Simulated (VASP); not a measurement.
# W (Fm-3m) in VASP: a series of runs, part 2 of 2

VASP 6.6.1.

### Step 3. Single point, r2SCAN (volume scaled by 0.88)

Contents of POSCAR:

```
W
1.0
    0.0000000000      1.9247864974      1.9247864974
    1.9247864974      0.0000000000      1.9247864974
    1.9247864974      1.9247864974      0.0000000000
W
1
Direct
    0.0000000000      0.0000000000      0.0000000000
```

Contents of INCAR.step1:

```
PREC     = Accurate       # precision mode
ENCUT    = 520            # plane-wave cutoff, eV
ISMEAR   = 0              # smearing method
SIGMA    = 0.1            # smearing width, eV
LREAL    = F              # projectors in reciprocal space
LASPH    = T              # aspherical terms in the spheres
NELM     = 80             # most SCF steps
NBANDS   = 13             # bands
GGA      = PE             # functional
ALGO     = Normal         # electronic algorithm
EDIFF    = 1E-4           # SCF threshold, eV
LWAVE    = T              # write WAVECAR
LCHARG   = F              # write CHGCAR
```

Contents of INCAR.step2:

```
PREC     = Accurate       # precision mode
ENCUT    = 520            # plane-wave cutoff, eV
EDIFF    = 1E-6           # SCF threshold, eV
ISMEAR   = 0              # smearing method
SIGMA    = 0.1            # smearing width, eV
LREAL    = F              # projectors in reciprocal space
LASPH    = T              # aspherical terms in the spheres
NELM     = 80             # most SCF steps
ALGO     = Normal         # electronic algorithm
ISIF     = 2              # what is computed and relaxed
LWAVE    = F              # write WAVECAR
LCHARG   = T              # write CHGCAR
METAGGA  = R2SCAN         # meta-GGA
LMIXTAU  = T            
LELF     = T              # ELF
LVHAR    = T            
NBANDS   = 13             # bands
ISTART   = 1
```

Contents of KPOINTS:

```
regular mesh
0
Gamma
  18 18 18
```

Potentials or basis: VASP PAW PBE potentials, release 64 (W_sv).

On the command line:

```console
$ cat potpaw_PBE.64/W_sv/POTCAR > POTCAR
$ cp INCAR.step1 INCAR
$ mpirun -np 1 vasp_std > vasp.out
$ cp INCAR.step2 INCAR
$ mpirun -np 1 vasp_std > vasp.out
```

OUTCAR:

```text
PREC = Accurate
   ENCUT = 520
   EDIFF = 1E-6
   ISMEAR = 0
   LREAL = F
   LASPH = T
   NELM = 80
   ISIF = 2
   METAGGA = R2SCAN
   ISTART = 1

 ion  position               nearest neighbor table
   1  0.000  0.000  0.000-

  LATTYP: Found a face centered cubic cell.
 ALAT       =     3.8495729948

  Lattice vectors:

 A1 = (   0.0000000000,   1.9247864974,   1.9247864974)
 A2 = (   1.9247864974,   0.0000000000,   1.9247864974)
 A3 = (   1.9247864974,   1.9247864974,   0.0000000000)

Analysis of symmetry for initial positions (statically):
=====================================================================
 Subroutine PRICEL returns:
 Original cell was already a primitive cell.

 Routine SETGRP: Setting up the symmetry group for a
 face centered cubic supercell.

 Subroutine GETGRP returns: Found 48 space group operations
 (whereof 48 operations were pure point group operations)
 out of a pool of 48 trial point group operations.

The static configuration has the point symmetry O_h .

Analysis of symmetry for dynamics (positions and initial velocities):
=====================================================================
 Subroutine PRICEL returns:
 Original cell was already a primitive cell.

 Routine SETGRP: Setting up the symmetry group for a
 face centered cubic supercell.

 Subroutine GETGRP returns: Found 48 space group operations
 (whereof 48 operations were pure point group operations)
 out of a pool of 48 trial point group operations.

The dynamic configuration has the point symmetry O_h .

 Subroutine INISYM returns: Found 48 space group operations
 (whereof 48 operations are pure point group operations),
 and found     1 'primitive' translations

----------------------------------------------------------------------------------------

                                     Primitive cell

[... 113 lines left out ...]
   METAGGA = R2SCAN    functional components
   LHFCALC =     F    Hartree Fock is set to
   AEXX    =    0.0000 exact exchange contribution
   IVDW    =     0    specifies the selected vdW correction
   LEPSILON=     F    determine dielectric tensor
   LRPA    =     F    only Hartree local field effects (RPA)
 non-spin polarized calculation
 Gauss-broadening in eV      SIGMA  =   0.10
  energy-cutoff  :      520.00
  volume of cell :       14.26
 maximum number of plane-waves:       397
   NGX = 11   NGY = 11   NGZ = 11

 number of electron      14.0000002 magnetization

 Free energy of the ion-electron system (eV)
  ---------------------------------------------------
  ext. energy  EPLUGINS =         0.00000000
  ---------------------------------------------------
  free energy    TOTEN  =       -50.51162565 eV

  energy without entropy =      -50.50673459  energy(sigma->0) =      -50.50918012

 E-fermi :  12.3475     XC(G=0): -15.6425

 val. band max:       12.3422302667   @ k =   0.2222   0.1111   0.0000
 cond. band min:      12.3604349804   @ k =  -0.3333   0.1667   0.0556
 fundamental gap:      0.0182047137
 Fermi energy:        12.3474738025

 k-point     1 :       0.0000    0.0000    0.0000
  band No.  band energies     occupation
      1     -62.9974      2.00000
      2     -25.6810      2.00000
      3     -25.6809      2.00000
      4     -25.6809      2.00000
      5       2.1825      2.00000
      6      11.5671      2.00000
      7      11.5671      2.00000
      8      11.5671      2.00000
      9      15.6524      0.00000
     10      15.6524      0.00000
     11      25.8658      0.00000
     12      32.2919      0.00000
     13      32.2919      0.00000
[... 354 lines left out ...]
  band No.  band energies     occupation
      1     -62.8887      2.00000
      2     -26.6440      2.00000
      3     -25.8664      2.00000
      4     -25.7790      2.00000
      5       4.7950      2.00000
      6      10.2572      2.00000
      7      12.1032      1.99945
      8      12.2796      1.66254
      9      14.9323      0.00000
     10      16.2593      0.00000
     11      26.9911      0.00000
     12      31.3924      0.00000
     13      36.3054      0.00000

 [... further k-points ...]

------------------------ aborting loop because EDIFF is reached ----------------------------------------

  FORCE on cell =-STRESS in cart. coord.  units (eV):
  Direction    XX          YY          ZZ          XY          YZ          ZX
  --------------------------------------------------------------------------------------
  -------------------------------------------------------------------------------------
  Total        4.5395615      4.5395615      4.5395615      0.0000000     -0.0000000     -0.0000000
  in kB      509.9725517    509.9725517    509.9725517      0.0000000     -0.0000000     -0.0000000
  external PRESSURE =     509.9725517 kB  Pullay stress =       0.0000000 kB

 VOLUME and BASIS-vectors are now :
 -----------------------------------------------------------------------------
  energy-cutoff  :      520.00
  volume of cell :       14.26
      direct lattice vectors                 reciprocal lattice vectors
     0.000000000  1.924786497  1.924786497    -0.259769071  0.259769071  0.259769071
     1.924786497  0.000000000  1.924786497     0.259769071 -0.259769071  0.259769071
     1.924786497  1.924786497  0.000000000     0.259769071  0.259769071 -0.259769071

 POSITION                                       TOTAL-FORCE (eV/Angst)
 -----------------------------------------------------------------------------------
      0.00000      0.00000      0.00000         0.000000     -0.000000      0.000000
 -----------------------------------------------------------------------------------
    total drift:                                0.000000      0.000000      0.000000

  FREE ENERGIE OF THE ION-ELECTRON SYSTEM (eV)
  ---------------------------------------------------
  free  energy   TOTEN  =       -50.5116256458 eV

  energy  without entropy=      -50.5067345872  energy(sigma->0) =      -50.50918012
```

Run time: 95 s. Hardware: 1 thread of Intel Xeon 6975P-C, shared host; peak memory 0.16 GiB.

Results:

```
Free energy            : -50.5116 eV
Pressure               : 51.0 GPa
Band gap on the k mesh : zero (band 7 reaches 16.38 eV, above the bottom of band 8 at 11.57 eV)
```

Levels at points of the mesh, in eV from the Fermi level:
```
           k point  band 5  band 6  band 7  band 8  band 9  band 10
(0.00, 0.00, 0.00)  -10.16   -0.78   -0.78   -0.78    3.30     3.30
(0.50, 0.00, 0.00)   -6.71   -1.02   -1.02    1.06    6.35     6.35
(0.50, 0.50, 0.00)   -6.82   -5.77    4.03    6.41    7.24     7.24
```

Caveat: the PAW data sets were made with another functional, which shifts forces and pressure a little; spin-orbit coupling is left out, which moves the levels of the heavy elements.

### Step 4. Single point, r2SCAN (volume scaled by 0.91)

Contents of POSCAR:

```
W
1.0
    0.0000000000      1.9464151223      1.9464151223
    1.9464151223      0.0000000000      1.9464151223
    1.9464151223      1.9464151223      0.0000000000
W
1
Direct
    0.0000000000      0.0000000000      0.0000000000
```

Contents of INCAR.step1:

```
  PREC = Accurate
  ENCUT = 520
  ISMEAR = 0
  SIGMA = 0.1
  LREAL = False
  LASPH = True
  NELM = 80
  NBANDS = 13
  GGA = PE
  ALGO = Normal
  EDIFF = 1E-4
  LWAVE = True
  LCHARG = False
```

Contents of INCAR.step2:

```
  PREC = Accurate
  ENCUT = 520
  EDIFF = 1E-6
  ISMEAR = 0
  SIGMA = 0.1
  LREAL = False
  LASPH = True
  NELM = 80
  ALGO = Normal
  ISIF = 2
  LWAVE = False
  LCHARG = True
  METAGGA = R2SCAN
  LMIXTAU = True
  LELF = True
  LVHAR = True
  NBANDS = 13
  ISTART = 1
```

KPOINTS is that of step 3.

On the command line:

```console
$ cat potpaw_PBE.64/W_sv/POTCAR > POTCAR
$ cp INCAR.step1 INCAR
$ mpirun -np 1 vasp_std > vasp.out
$ cp INCAR.step2 INCAR
$ mpirun -np 1 vasp_std > vasp.out
```

Wall time 85 s (1 thread of Intel Xeon 6975P-C, shared host); peak memory 0.16 GiB.

Results (log left out):

| Quantity | Value |
| --- | --- |
| Free energy | -50.6427 eV |
| Pressure | 35.6 GPa |
| Band gap on the k mesh | zero (band 7 reaches 15.60 eV, above the bottom of band 8 at 11.12 eV) |

Levels at points of the mesh, in eV from the Fermi level:
```tsv
k point	band 5	band 6	band 7	band 8	band 9	band 10
(0.00, 0.00, 0.00)	-10.01	-0.73	-0.73	-0.73	3.18	3.18
(0.50, 0.00, 0.00)	-6.51	-0.94	-0.94	0.89	6.08	6.08
(0.50, 0.50, 0.00)	-6.54	-5.52	3.75	6.13	6.91	6.91
```

Caveat: the PAW data sets were made with another functional, which shifts forces and pressure a little; spin-orbit coupling is left out, which moves the levels of the heavy elements.

### Step 5. Single point, r2SCAN (volume scaled by 0.97)

Contents of POSCAR:

```
W
1.0
    0.0000000000      1.9882862878      1.9882862878
    1.9882862878      0.0000000000      1.9882862878
    1.9882862878      1.9882862878      0.0000000000
W
1
Direct
    0.0000000000      0.0000000000      0.0000000000
```

Contents of INCAR.step1:

```
SYSTEM = W
ALGO = Normal
EDIFF = 1E-4
ENCUT = 520
GGA = PE
ISMEAR = 0
LASPH = .True.
LCHARG = .False.
LREAL = .False.
LWAVE = .True.
NBANDS = 13
NELM = 80
PREC = Accurate
SIGMA = 0.1
```

Contents of INCAR.step2:

```
SYSTEM = W
ALGO = Normal
EDIFF = 1E-6
ENCUT = 520
ISIF = 2
ISMEAR = 0
ISTART = 1
LASPH = .True.
LCHARG = .False.
LMIXTAU = .True.
LREAL = .False.
LWAVE = .False.
METAGGA = R2SCAN
NBANDS = 13
NELM = 80
PREC = Accurate
SIGMA = 0.1
```

Contents of KPOINTS:

```
k-points
0
Gamma
  18 18 18
  0 0 0
```

On the command line:

```console
$ cat potpaw_PBE.64/W_sv/POTCAR > POTCAR
$ cp INCAR.step1 INCAR
$ mpirun -np 1 vasp_std > vasp.out
$ cp INCAR.step2 INCAR
$ mpirun -np 1 vasp_std > vasp.out
```

It took 87 s on 1 thread of Intel Xeon 6975P-C, shared host; peak memory 0.17 GiB.

Results (log left out):

```
Free energy            : -50.7819 eV
Pressure               : 11.1 GPa
Band gap on the k mesh : zero (band 7 reaches 14.22 eV, above the bottom of band 8 at 10.29 eV)
```

Levels at points of the mesh, in eV from the Fermi level:
```csv
k point,band 5,band 6,band 7,band 8,band 9,band 10
"(0.00, 0.00, 0.00)",-9.69,-0.63,-0.63,-0.63,2.96,2.96
"(0.50, 0.00, 0.00)",-6.13,-0.81,-0.81,0.61,5.59,5.59
"(0.50, 0.50, 0.00)",-6.03,-5.06,3.29,5.64,6.33,6.33
```

Caveat: the PAW data sets were made with another functional, which shifts forces and pressure a little; spin-orbit coupling is left out, which moves the levels of the heavy elements.

### Step 6. Overview

```csv
task,cell,cutoff (eV),gap on the mesh (eV),pressure (GPa)
relaxation of cell and atoms,"relaxed from a = 2.841 Å, angles 60.0°, 1 atom",600,none,0.0
single point,"a = 2.722 Å, angles 60.0°, 1 atom",520,none,51.0
single point,"a = 2.753 Å, angles 60.0°, 1 atom",520,none,35.6
single point,"a = 2.812 Å, angles 60.0°, 1 atom",520,none,11.1
```

Alike in all rows: level r2SCAN; potentials or basis VASP PAW PBE potentials, release 64 (W_sv); no spin polarisation; k mesh 18 × 18 × 18; smearing gaussian 0.1 eV.

Caveats: the PAW data sets were made with another functional, which shifts forces and pressure a little; spin-orbit coupling is left out, which moves the levels of the heavy elements.

Absolute energies hang on the potentials; compare differences alone.
